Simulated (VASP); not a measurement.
Input of a VASP 6.6.1 run:

POSCAR

```
Na
1.0
   -2.1125000000      2.1125000000      2.1125000000
    2.1125000000     -2.1125000000      2.1125000000
    2.1125000000      2.1125000000     -2.1125000000
Na
1
Direct
    0.0000000000      0.0000000000      0.0000000000
```

The input INCAR.step1:

```
SYSTEM = Na
  PREC = Accurate
  ENCUT = 520
  ISMEAR = 1
  SIGMA = 0.2
  LREAL = .FALSE.
  LASPH = .TRUE.
  NELM = 60
  NBANDS = 10
  GGA = PE
  ALGO = Normal
  EDIFF = 1E-4
  LWAVE = .TRUE.
  LCHARG = .FALSE.
```

INCAR.step2

```
SYSTEM = Na
  PREC = Accurate
  ENCUT = 520
  EDIFF = 1E-6
  ISMEAR = 1
  SIGMA = 0.2
  LREAL = .FALSE.
  LASPH = .TRUE.
  NELM = 60
  ALGO = Normal
  ISIF = 2
  LWAVE = .FALSE.
  LCHARG = .TRUE.
  METAGGA = R2SCAN
  LMIXTAU = .TRUE.
  LELF = .TRUE.
  LVHAR = .TRUE.
  NBANDS = 10
  ISTART = 1
```

File KPOINTS:

```
regular mesh
0
G
  11 11 11
  0 0 0
```

Potentials or basis: VASP PAW PBE potentials, release 64 (Na_pv).

Run with:

```sh
$ cat potpaw_PBE.64/Na_pv/POTCAR > POTCAR
$ cp INCAR.step1 INCAR
$ mpirun -np 1 vasp_std > vasp.out
$ cp INCAR.step2 INCAR
$ mpirun -np 1 vasp_std > vasp.out
```

**Question.** Estimate the pressure.

**Answer.** 0.1 GPa.

**Question.** Estimate the band gap on the k mesh.

**Answer.** Zero (an odd number of electrons rules out a gap without spin polarisation).

Caveat: the PAW data sets were made with another functional, which shifts forces and pressure a little.
